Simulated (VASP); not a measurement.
# GaN (P6_3mc) in VASP: notebook, part 2 of 2

VASP 6.6.1. Earlier steps stand in the parts before.

### Step 3. Relaxation of the atoms, PBE

INCAR reads:

```
PREC     = Accurate       # precision mode
ENCUT    = 520            # plane-wave cutoff, eV
EDIFF    = 1E-6           # SCF threshold, eV
ISMEAR   = 0              # smearing method
SIGMA    = 0.05           # smearing width, eV
LREAL    = False          # projectors in reciprocal space
LASPH    = True           # aspherical terms in the spheres
NELM     = 80             # most SCF steps
ALGO     = Normal         # electronic algorithm
ISIF     = 2              # what is computed and relaxed
LWAVE    = False          # write WAVECAR
LCHARG   = False          # write CHGCAR
GGA      = PE             # functional
IBRION   = 2              # ionic algorithm
NSW      = 80             # ionic steps
EDIFFG   = -0.003         # ionic threshold
```

KPOINTS reads:

```
regular mesh
0
Gamma
  8 8 5
```

POSCAR reads:

```
GaN
1.0
    3.1890000000      0.0000000000      0.0000000000
   -1.5945000000      2.7617550100      0.0000000000
    0.0000000000      0.0000000000      5.1538900000
Ga N
2 2
Direct
    0.3333333333      0.6666666667      0.0000000000
    0.6666666667      0.3333333333      0.5000000000
    0.3333333333      0.6666666667      0.3770000000
    0.6666666667      0.3333333333      0.8770000000
```

Potentials or basis: VASP PAW PBE potentials, release 64 (Ga_d, N).

Started as:

```sh
$ cat potpaw_PBE.64/Ga_d/POTCAR potpaw_PBE.64/N/POTCAR > POTCAR
$ mpirun -np 1 vasp_std > vasp.out
```

OUTCAR:

```text
PREC = Accurate
   ENCUT = 520
   EDIFF = 1E-6
   ISMEAR = 0
   LREAL = False
   LASPH = True
   NELM = 80
   ISIF = 2
   GGA = PE
   IBRION = 2
   NSW = 80
   EDIFFG = -0.003

 ion  position               nearest neighbor table
   1  0.333  0.667  0.000-   3 1.94   4 1.95   4 1.95   4 1.95
   2  0.667  0.333  0.500-   4 1.94   3 1.95   3 1.95   3 1.95
   3  0.333  0.667  0.377-   1 1.94   2 1.95   2 1.95   2 1.95
   4  0.667  0.333  0.877-   2 1.94   1 1.95   1 1.95   1 1.95

  LATTYP: Found a hexagonal cell.
 ALAT       =     3.1890000000
 C/A-ratio  =     1.6161461273

  Lattice vectors:

 A1 = (   3.1890000000,   0.0000000000,   0.0000000000)
 A2 = (  -1.5945000000,   2.7617550100,   0.0000000000)
 A3 = (   0.0000000000,   0.0000000000,   5.1538900000)

Analysis of symmetry for initial positions (statically):
=====================================================================
 Subroutine PRICEL returns:
 Original cell was already a primitive cell.

 Routine SETGRP: Setting up the symmetry group for a
 hexagonal supercell.

 Subroutine GETGRP returns: Found 12 space group operations
 (whereof  6 operations were pure point group operations)
 out of a pool of 24 trial point group operations.

The static configuration has the point symmetry C_3v.
 The point group associated with its full space group is C_6v.

Analysis of symmetry for dynamics (positions and initial velocities):
=====================================================================
 Subroutine PRICEL returns:
 Original cell was already a primitive cell.

 Routine SETGRP: Setting up the symmetry group for a
 hexagonal supercell.

 Subroutine GETGRP returns: Found 12 space group operations
 (whereof  6 operations were pure point group operations)
[... 131 lines left out ...]
   LORBIT       =      0    0 simple, 1 ext, 2 COOP (PROOUT), +10 PAW based schemes
   GGA     = PE    functional components
   LHFCALC =     F    Hartree Fock is set to
   AEXX    =    0.0000 exact exchange contribution
   IVDW    =     0    specifies the selected vdW correction
   LEPSILON=     F    determine dielectric tensor
   LRPA    =     F    only Hartree local field effects (RPA)
 conjugate gradient relaxation of ions
 non-spin polarized calculation
 Gauss-broadening in eV      SIGMA  =   0.05
  energy-cutoff  :      520.00
  volume of cell :       45.39
 maximum number of plane-waves:      1237
 NGX is ok and might be reduce to    24
   NGX = 11   NGY = 11   NGZ = 19

--------------------------------------- Ionic step        1  -------------------------------------------

 number of electron      35.9999997 magnetization

 Free energy of the ion-electron system (eV)
  ---------------------------------------------------
  ext. energy  EPLUGINS =         0.00000000
  ---------------------------------------------------
  free energy    TOTEN  =       -24.29084190 eV

  energy without entropy =      -24.29084190  energy(sigma->0) =      -24.29084190

------------------------ aborting loop because EDIFF is reached ----------------------------------------

  FORCE on cell =-STRESS in cart. coord.  units (eV):
  Direction    XX          YY          ZZ          XY          YZ          ZX
  --------------------------------------------------------------------------------------
  -------------------------------------------------------------------------------------
  Total        1.6047291      1.6047291      2.4410768      0.0000000      0.0000000      0.0000000
  in kB       56.6418577     56.6418575     86.1622867      0.0000000      0.0000000      0.0000000
  external PRESSURE =      66.4820006 kB  Pullay stress =       0.0000000 kB
[... 63 lines left out ...]
--------------------------------------- Ionic step        3  -------------------------------------------

 number of electron      35.9999997 magnetization

 Free energy of the ion-electron system (eV)
  ---------------------------------------------------
  ext. energy  EPLUGINS =         0.00000000
  ---------------------------------------------------
  free energy    TOTEN  =       -24.29116011 eV

  energy without entropy =      -24.29116011  energy(sigma->0) =      -24.29116011

 E-fermi :   5.6633     XC(G=0): -11.7037

 val. band max:        5.3811761682   @ k =   0.0000   0.0000   0.0000
 cond. band min:       7.3568742168   @ k =   0.0000   0.0000   0.0000
 fundamental gap:      1.9756980486
 Fermi energy:         5.6632748561

 k-point     1 :       0.0000    0.0000    0.0000
  band No.  band energies     occupation
      1     -10.6453      2.00000
      2      -9.6997      2.00000
      3      -8.0504      2.00000
      4      -8.0370      2.00000
      5      -8.0370      2.00000
      6      -7.9734      2.00000
[... 589 lines left out ...]
     21      12.9585      0.00000
     22      13.4711      0.00000

 [... further k-points ...]

------------------------ aborting loop because EDIFF is reached ----------------------------------------

  FORCE on cell =-STRESS in cart. coord.  units (eV):
  Direction    XX          YY          ZZ          XY          YZ          ZX
  --------------------------------------------------------------------------------------
  -------------------------------------------------------------------------------------
  Total        1.6665697      1.6665697      2.3229704      0.0000000      0.0000000      0.0000000
  in kB       58.8246345     58.8246344     81.9935042      0.0000000      0.0000000      0.0000000
  external PRESSURE =      66.5475910 kB  Pullay stress =       0.0000000 kB
[... 19 lines left out ...]
  FREE ENERGIE OF THE ION-ELECTRON SYSTEM (eV)
  ---------------------------------------------------
  free  energy   TOTEN  =       -24.2911601066 eV

  energy  without entropy=      -24.2911601066  energy(sigma->0) =      -24.29116011

 reached required accuracy - stopping structural energy minimisation
```

OSZICAR:

```text
N       E                     dE             d eps       ncg     rms          rms(c)
DAV:   1     0.283668429580E+03    0.28367E+03   -0.18616E+04  1348   0.305E+03
DAV:   2     0.721310152828E+01   -0.27646E+03   -0.26837E+03  1490   0.537E+02
DAV:   3    -0.269196922446E+02   -0.34133E+02   -0.33892E+02  1530   0.156E+02
DAV:   4    -0.283059888004E+02   -0.13863E+01   -0.13830E+01  1796   0.329E+01
[... 18 lines left out ...]
   2 F= -.24291151E+02 E0= -.24291151E+02  d E =-.309238E-03
       N       E                     dE             d eps       ncg     rms          rms(c)
DAV:   1    -0.242911469113E+02    0.42346E-05   -0.39695E-03  1320   0.487E-01    0.775E-03
DAV:   2    -0.242911599871E+02   -0.13076E-04   -0.13447E-04  1474   0.106E-01    0.396E-03
DAV:   3    -0.242911601066E+02   -0.11950E-06   -0.45261E-06  1592   0.199E-02
   3 F= -.24291160E+02 E0= -.24291160E+02  d E =-.318206E-03
```

CONTCAR:

```text
GaN
   1.00000000000000
     3.1890000000000001    0.0000000000000000    0.0000000000000000
    -1.5945000000000000    2.7617550099999999    0.0000000000000000
     0.0000000000000000    0.0000000000000000    5.1538899999999996
  Ga              N
     2     2
Direct
     0.3333333332999970    0.6666666667000030    0.9994970033297830
     0.6666666667000030    0.3333333332999970    0.4994970033297830
     0.3333333332999970    0.6666666667000030    0.3775029966702194
     0.6666666667000030    0.3333333332999970    0.8775029966702195

  0.00000000E+00  0.00000000E+00  0.00000000E+00
  0.00000000E+00  0.00000000E+00  0.00000000E+00
  0.00000000E+00  0.00000000E+00  0.00000000E+00
  0.00000000E+00  0.00000000E+00  0.00000000E+00
```

It took 45 s on 1 thread of Intel Xeon Platinum 8375C at 2.90GHz (Ice Lake), shared host; peak memory 0.17 GiB.

Results:

```
Free energy               : -24.2912 eV
Energy gained by relaxing : 0.1 meV/atom
Ionic steps               : 3
Pressure after relaxing   : 6.7 GPa
Band gap on the k mesh    : 1.98 eV, direct
```

Stress tensor (GPa, compression positive):
```
5.88 0.00 0.00
0.00 5.88 0.00
0.00 0.00 8.20
```

The path:
```tsv
step	energy change (eV)	largest force (eV/Å)	pressure (GPa)
1	0.0000	0.0642	6.65
2	-0.0003	0.0108	6.65
3	-0.0003	0.0020	6.65
```

Final structure:
```
Ga N
1.0
     3.18900    0.00000    0.00000
    -1.59450    2.76176    0.00000
     0.00000    0.00000    5.15389
Ga N
2 2
Direct
  0.33333 0.66667 0.99950
  0.66667 0.33333 0.49950
  0.33333 0.66667 0.37750
  0.66667 0.33333 0.87750
```

Levels at points of the mesh, in eV from the valence-band top:
```csv
k point,band 14,band 15,band 16,band 17,band 18,band 19,band 20,band 21,band 22
"(0.00, 0.00, 0.00)",-1.07,-1.07,-0.01,-0.01,0.00,1.98,4.22,9.30,9.87
"(0.50, 0.00, 0.00)",-5.28,-4.21,-2.79,-2.19,-1.00,5.04,5.61,6.14,8.67
```
